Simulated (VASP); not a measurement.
# Ni (Fd-3m) in VASP: further runs, part 2 of 3

VASP 6.6.1.

**3. Relaxation of cell and atoms, r2SCAN**

This run uses another cell than the first one, of 14.77 Å³/atom, 0.937 times its volume.

File POSCAR:

```
Ni
1.0
    0.0000000000      2.4534603088      2.4534603088
    2.4534603088      0.0000000000      2.4534603088
    2.4534603088      2.4534603088      0.0000000000
Ni
2
Direct
    0.1250000000      0.1250000000      0.1250000000
    0.8750000000      0.8750000000      0.8750000000
```

File INCAR.step1:

```
SYSTEM = Ni
ALGO = Normal
EDIFF = 1E-4
ENCUT = 600
GGA = PE
ISMEAR = -1
LASPH = .TRUE.
LCHARG = .FALSE.
LREAL = .FALSE.
LWAVE = .TRUE.
NELM = 80
PREC = Accurate
SIGMA = 0.1
```

File INCAR.step2:

```
SYSTEM = Ni
ALGO = Normal
EDIFF = 1E-6
EDIFFG = -0.01
ENCUT = 600
IBRION = 2
ISIF = 3
ISMEAR = -1
ISTART = 1
LASPH = .TRUE.
LCHARG = .FALSE.
LMIXTAU = .TRUE.
LREAL = .FALSE.
LWAVE = .FALSE.
METAGGA = R2SCAN
NELM = 80
NSW = 80
PREC = Accurate
SIGMA = 0.1
```

File KPOINTS:

```
k-points
0
G
  11 11 11
  0 0 0
```

Potentials or basis: VASP PAW PBE potentials, release 64 (Ni).

Started as:

```sh
$ cat potpaw_PBE.64/Ni/POTCAR > POTCAR
$ cp INCAR.step1 INCAR
$ mpirun -np 1 vasp_std > vasp.out
$ cp INCAR.step2 INCAR
$ mpirun -np 1 vasp_std > vasp.out
```

OUTCAR:

```text
SYSTEM = Ni
   EDIFF = 1E-6
   EDIFFG = -0.01
   ENCUT = 600
   IBRION = 2
   ISIF = 3
   ISMEAR = -1
   ISTART = 1
   LASPH = .TRUE.
   LREAL = .FALSE.
   METAGGA = R2SCAN
   NELM = 80
   NSW = 80
   PREC = Accurate

 ion  position               nearest neighbor table
   1  0.125  0.125  0.125-   2 2.12   2 2.12   2 2.12   2 2.12
   2  0.875  0.875  0.875-   1 2.12   1 2.12   1 2.12   1 2.12

  LATTYP: Found a face centered cubic cell.
 ALAT       =     4.9069206176

  Lattice vectors:

 A1 = (   0.0000000000,   2.4534603088,   2.4534603088)
 A2 = (   2.4534603088,   0.0000000000,   2.4534603088)
 A3 = (   2.4534603088,   2.4534603088,   0.0000000000)

Analysis of symmetry for initial positions (statically):
=====================================================================
 Subroutine PRICEL returns:
 Original cell was already a primitive cell.

 Routine SETGRP: Setting up the symmetry group for a
 face centered cubic supercell.

 Subroutine GETGRP returns: Found 48 space group operations
 (whereof 12 operations were pure point group operations)
 out of a pool of 48 trial point group operations.

The static configuration has the point symmetry D_3d.
 The point group associated with its full space group is O_h .

Analysis of symmetry for dynamics (positions and initial velocities):
=====================================================================
 Subroutine PRICEL returns:
 Original cell was already a primitive cell.

 Routine SETGRP: Setting up the symmetry group for a
 face centered cubic supercell.

 Subroutine GETGRP returns: Found 48 space group operations
 (whereof 12 operations were pure point group operations)
 out of a pool of 48 trial point group operations.

The dynamic configuration has the point symmetry D_3d.
 The point group associated with its full space group is O_h .

 Subroutine INISYM returns: Found 48 space group operations
 (whereof 12 operations are pure point group operations),
[... 129 lines left out ...]
  energy-cutoff  :      600.00
  volume of cell :       29.54
 maximum number of plane-waves:       998
   NGX = 13   NGY = 13   NGZ = 13

--------------------------------------- Ionic step        1  -------------------------------------------

 number of electron      20.0000015 magnetization

 Free energy of the ion-electron system (eV)
  ---------------------------------------------------
  ext. energy  EPLUGINS =         0.00000000
  ---------------------------------------------------
  free energy    TOTEN  =       -21.11492567 eV

  energy without entropy =      -20.91746178  energy(sigma->0) =      -21.01619373

------------------------ aborting loop because EDIFF is reached ----------------------------------------

  FORCE on cell =-STRESS in cart. coord.  units (eV):
  Direction    XX          YY          ZZ          XY          YZ          ZX
  --------------------------------------------------------------------------------------
  -------------------------------------------------------------------------------------
  Total        1.4399689      1.4399689      1.4399689     -0.0000000      0.0000000     -0.0000000
  in kB       78.1081916     78.1081916     78.1081916     -0.0000000      0.0000000     -0.0000000
  external PRESSURE =      78.1081916 kB  Pullay stress =       0.0000000 kB
[... 59 lines left out ...]
--------------------------------------- Ionic step        3  -------------------------------------------

 number of electron      19.9999990 magnetization

 Free energy of the ion-electron system (eV)
  ---------------------------------------------------
  ext. energy  EPLUGINS =         0.00000000
  ---------------------------------------------------
  free energy    TOTEN  =       -21.15971806 eV

  energy without entropy =      -20.95439867  energy(sigma->0) =      -21.05705836

 E-fermi :   4.8791     XC(G=0): -11.5900

 val. band max:        4.8769324386   @ k =   0.2727   0.1818   0.0909
 cond. band min:       4.8833257286   @ k =   0.1818   0.1818   0.0000
 fundamental gap:      0.0063932900
 Fermi energy:         4.8791305054

 k-point     1 :       0.0000    0.0000    0.0000
  band No.  band energies     occupation
      1      -1.9221      2.00000
      2       2.0195      2.00000
      3       2.0195      2.00000
      4       2.0809      2.00000
      5       2.0809      2.00000
      6       2.0809      2.00000
      7       3.7274      1.99998
      8       3.7274      1.99998
      9       3.7274      1.99998
     10       4.7639      1.52001
     11       4.7639      1.52001
     12      17.6840      0.00000
     13      17.6840      0.00000
     14      17.6841      0.00000
[... 377 lines left out ...]
      1      -0.3280      2.00000
      2       1.7125      2.00000
      3       2.0208      2.00000
      4       2.0837      2.00000
      5       2.3270      2.00000
      6       2.6523      2.00000
      7       3.2990      2.00000
      8       3.5094      2.00000
      9       4.1433      1.99873
     10       4.5123      1.95025
     11       4.8893      0.94944
     12      10.9429      0.00000
     13      11.1137      0.00000
     14      15.6823      0.00000

 [... further k-points ...]
[... 5 lines left out ...]
  --------------------------------------------------------------------------------------
  -------------------------------------------------------------------------------------
  Total       -0.0037022     -0.0037022     -0.0037022     -0.0000000     -0.0000000      0.0000000
  in kB       -0.1882909     -0.1882909     -0.1882909     -0.0000000     -0.0000000      0.0000000
  external PRESSURE =      -0.1882909 kB  Pullay stress =       0.0000000 kB
[... 17 lines left out ...]
  FREE ENERGIE OF THE ION-ELECTRON SYSTEM (eV)
  ---------------------------------------------------
  free  energy   TOTEN  =       -21.1597180597 eV

  energy  without entropy=      -20.9543986675  energy(sigma->0) =      -21.05705836

 reached required accuracy - stopping structural energy minimisation
```

OSZICAR.step1:

```text
N       E                     dE             d eps       ncg     rms          rms(c)
DAV:   1     0.100732670579E+03    0.10073E+03   -0.10488E+04  1576   0.212E+03
DAV:   2    -0.693561024140E+01   -0.10767E+03   -0.10233E+03  1574   0.298E+02
DAV:   3    -0.972520765678E+01   -0.27896E+01   -0.27262E+01  1730   0.698E+01
DAV:   4    -0.975443766096E+01   -0.29230E-01   -0.29224E-01  1916   0.611E+00
DAV:   5    -0.975500287683E+01   -0.56522E-03   -0.56521E-03  1780   0.758E-01    0.118E+01
DAV:   6    -0.935746083421E+01    0.39754E+00   -0.18741E+01  1622   0.797E+01    0.102E+01
DAV:   7    -0.837424598744E+01    0.98321E+00   -0.56674E+00  1616   0.385E+01    0.239E+00
DAV:   8    -0.835344527374E+01    0.20801E-01   -0.27136E-02  1810   0.209E+00    0.740E-01
DAV:   9    -0.835064161537E+01    0.28037E-02   -0.67072E-03  2144   0.118E+00    0.183E-01
DAV:  10    -0.835054535613E+01    0.96259E-04   -0.42381E-04  1522   0.303E-01
   1 F= -.83505454E+01 E0= -.82504633E+01  d E =-.200164E+00
```

Run time: 3.4 min. Hardware: 1 thread of Intel Xeon Platinum 8488C (Sapphire Rapids), shared host; peak memory 0.17 GiB.

What came out:

```
Free energy                            : -21.1597 eV
Relaxed volume                         : 15.75 Å³/atom
Relaxed cell                           : a = 3.545 Å, b = 3.545 Å, c = 3.545 Å, α = 60.00°, β = 60.00°, γ = 60.00°
Space group after relaxing (to 0.05 Å) : Fd-3m (No. 227)
Energy gained by relaxing              : 22.4 meV/atom
Ionic steps                            : 3
Pressure after relaxing                : 0.0 GPa
Band gap on the k mesh                 : zero (band 10 reaches 4.97 eV, above the bottom of band 11 at 4.65 eV)
```

The path:
| step | energy change (eV) | largest force (eV/Å) | pressure (GPa) | volume (Å³) |
| --- | --- | --- | --- | --- |
| 1 | 0.0000 | 0.0000 | 7.81 | 29.54 |
| 2 | -0.0308 | 0.0000 | -3.56 | 32.72 |
| 3 | -0.0448 | 0.0000 | -0.02 | 31.50 |

Final structure:
```
Ni
1.0
     0.00000    2.50671    2.50671
     2.50671    0.00000    2.50671
     2.50671    2.50671    0.00000
Ni
2
Direct
  0.12500 0.12500 0.12500
  0.87500 0.87500 0.87500
```

Levels at points of the mesh, in eV from the Fermi level:
```csv
k point,band 6,band 7,band 8,band 9,band 10,band 11,band 12,band 13,band 14
"(0.00, 0.00, 0.00)",-2.80,-1.15,-1.15,-1.15,-0.12,-0.12,12.80,12.80,12.80
```

Caveat: the PAW data sets were made with another functional, which shifts forces and pressure a little; the run has no spin polarisation, though such a crystal can be magnetic. Spin polarisation is off, so any magnetic state and its effect on volume and gap are missing.

**4. Single point, r2SCAN, non-collinear spin, zero start, spin-orbit coupling**

File POSCAR:

```
Ni
1.0
    0.0000000000      2.5072019934      2.5072019934
    2.5072019934      0.0000000000      2.5072019934
    2.5072019934      2.5072019934      0.0000000000
Ni
2
Direct
    0.1250000000      0.1250000000      0.1250000000
    0.8750000000      0.8750000000      0.8750000000
```

File INCAR.step1:

```
PREC     = Accurate       # precision mode
ENCUT    = 520            # plane-wave cutoff, eV
ISMEAR   = -1             # smearing method
SIGMA    = 0.1            # smearing width, eV
LREAL    = F              # projectors in reciprocal space
LASPH    = T              # aspherical terms in the spheres
NELM     = 150            # most SCF steps
LNONCOLLINEAR= T              # non-collinear magnetism
MAGMOM   = 0 0 0 0 0 0    # initial moments
LSORBIT  = T              # spin-orbit coupling
GGA_COMPAT= F            
LMAXMIX  = 4              # l up to which the mixer works
NBANDS   = 32             # bands
GGA      = PE             # functional
ALGO     = Normal         # electronic algorithm
EDIFF    = 1E-4           # SCF threshold, eV
LWAVE    = T              # write WAVECAR
LCHARG   = F              # write CHGCAR
```

File INCAR.step2:

```
PREC     = Accurate       # precision mode
ENCUT    = 520            # plane-wave cutoff, eV
EDIFF    = 1E-6           # SCF threshold, eV
ISMEAR   = -1             # smearing method
SIGMA    = 0.1            # smearing width, eV
LREAL    = F              # projectors in reciprocal space
LASPH    = T              # aspherical terms in the spheres
NELM     = 150            # most SCF steps
ALGO     = Normal         # electronic algorithm
ISIF     = 2              # what is computed and relaxed
LWAVE    = F              # write WAVECAR
LCHARG   = T              # write CHGCAR
LNONCOLLINEAR= T              # non-collinear magnetism
MAGMOM   = 0 0 0 0 0 0    # initial moments
LORBIT   = 11             # projections on sites
LSORBIT  = T              # spin-orbit coupling
GGA_COMPAT= F            
LORBMOM  = T            
LMAXMIX  = 4              # l up to which the mixer works
METAGGA  = R2SCAN         # meta-GGA
LMIXTAU  = T            
LVHAR    = T            
NBANDS   = 32             # bands
ISTART   = 1
```

File KPOINTS:

```
Automatic mesh
0
Gamma
  11 11 11
```

Potentials or basis: VASP PAW PBE potentials, release 64 (Ni).

Started as:

```sh
$ cat potpaw_PBE.64/Ni/POTCAR > POTCAR
$ cp INCAR.step1 INCAR
$ mpirun -np 1 vasp_ncl > vasp.out
$ cp INCAR.step2 INCAR
$ mpirun -np 1 vasp_ncl > vasp.out
```

OUTCAR:

```text
PREC = Accurate
   ENCUT = 520
   EDIFF = 1E-6
   ISMEAR = -1
   LREAL = F
   LASPH = T
   NELM = 150
   ISIF = 2
   LNONCOLLINEAR = T
   LORBIT = 11
   LSORBIT = T
   METAGGA = R2SCAN
   ISTART = 1

 ion  position               nearest neighbor table
   1  0.125  0.125  0.125-   2 2.17   2 2.17   2 2.17   2 2.17
   2  0.875  0.875  0.875-   1 2.17   1 2.17   1 2.17   1 2.17

  LATTYP: Found a face centered cubic cell.
 ALAT       =     5.0144039868

  Lattice vectors:

 A1 = (   0.0000000000,   2.5072019934,   2.5072019934)
[... 1137 lines left out ...]
    -0.0001927    -0.0001927    -0.0018642     0.0000000    -0.0006214
    -0.0024856    -0.0006214     0.0000000    -0.0006214     0.0000000
 l=   3
     0.0000000     0.0000000     0.0000000     0.0000000     0.0000000     0.0000000     0.0000000
     0.0000000     0.0000000     0.0000000     0.0000000     0.0000000     0.0000000     0.0000000
     0.0000000     0.0000000     0.0000000     0.0000000     0.0000000     0.0000000     0.0000000
     0.0000000     0.0000000     0.0000000     0.0000000     0.0000000     0.0000000     0.0000000
     0.0000000     0.0000000     0.0000000     0.0000000     0.0000000     0.0000000     0.0000000
     0.0000000     0.0000000     0.0000000     0.0000000     0.0000000     0.0000000     0.0000000
     0.0000000     0.0000000     0.0000000     0.0000000     0.0000000     0.0000000     0.0000000

 total charge

# of ion       s       p       d       tot
------------------------------------------
    1        0.564   0.377   8.388   9.330
    2        0.564   0.377   8.388   9.330
--------------------------------------------------
tot          1.128   0.755  16.777  18.659

 magnetization (x)

# of ion       s       p       d       tot
------------------------------------------
    1        0.000   0.000   0.000   0.000
    2        0.000   0.000   0.000   0.000
--------------------------------------------------
tot          0.000   0.000   0.000   0.000

 magnetization (y)

# of ion       s       p       d       tot
------------------------------------------
    1       -0.000   0.000   0.000  -0.000
    2        0.000   0.000   0.000   0.000
--------------------------------------------------
tot          0.000   0.000   0.000   0.000

 magnetization (z)

# of ion       s       p       d       tot
------------------------------------------
    1       -0.000   0.000   0.000  -0.000
    2        0.000   0.000   0.000   0.000
--------------------------------------------------
tot          0.000   0.000   0.000   0.000
```

OSZICAR.step1:

```text
N       E                     dE             d eps       ncg     rms          rms(c)
DAV:   1     0.127273169606E+03    0.12727E+03   -0.89200E+03  3584   0.164E+03
DAV:   2    -0.190051242346E+01   -0.12917E+03   -0.12183E+03  3664   0.306E+02
DAV:   3    -0.978194325134E+01   -0.78814E+01   -0.75740E+01  4096   0.100E+02
DAV:   4    -0.989746800998E+01   -0.11552E+00   -0.11543E+00  3960   0.121E+01
DAV:   5    -0.990130504436E+01   -0.38370E-02   -0.38369E-02  5248   0.167E+00    0.115E+01
DAV:   6    -0.966632959488E+01    0.23498E+00   -0.14472E+01  4104   0.720E+01    0.112E+01
DAV:   7    -0.849763836528E+01    0.11687E+01   -0.56213E+00  4104   0.369E+01    0.202E+00
DAV:   8    -0.848308853024E+01    0.14550E-01   -0.36412E-02  3944   0.183E+00    0.776E-01
DAV:   9    -0.847959183809E+01    0.34967E-02   -0.36313E-03  5288   0.790E-01    0.231E-01
DAV:  10    -0.847961089199E+01   -0.19054E-04   -0.41247E-04  3952   0.225E-01
   1 F= -.84796109E+01 E0= -.83760622E+01  d E =-.207097E+00  mag=    -0.0000     0.0000    -0.0000
```

Wall time 8.4 min (1 thread of Intel Xeon Platinum 8488C (Sapphire Rapids), shared host); peak memory 0.33 GiB.

What came out:

```
Free energy                                           : -21.1789 eV
Pressure                                              : 0.2 GPa
Net moment                                            : 0.00 μB per cell
Valence electrons inside the program's atomic spheres : Ni 9.33
```

Moments on the atoms (μB; x, y, z):
```
Ni  0.00 0.00 0.00
Ni  0.00 0.00 0.00
```

Caveat: the PAW data sets were made with another functional, which shifts forces and pressure a little.

(Continued in part 3 of 3.)
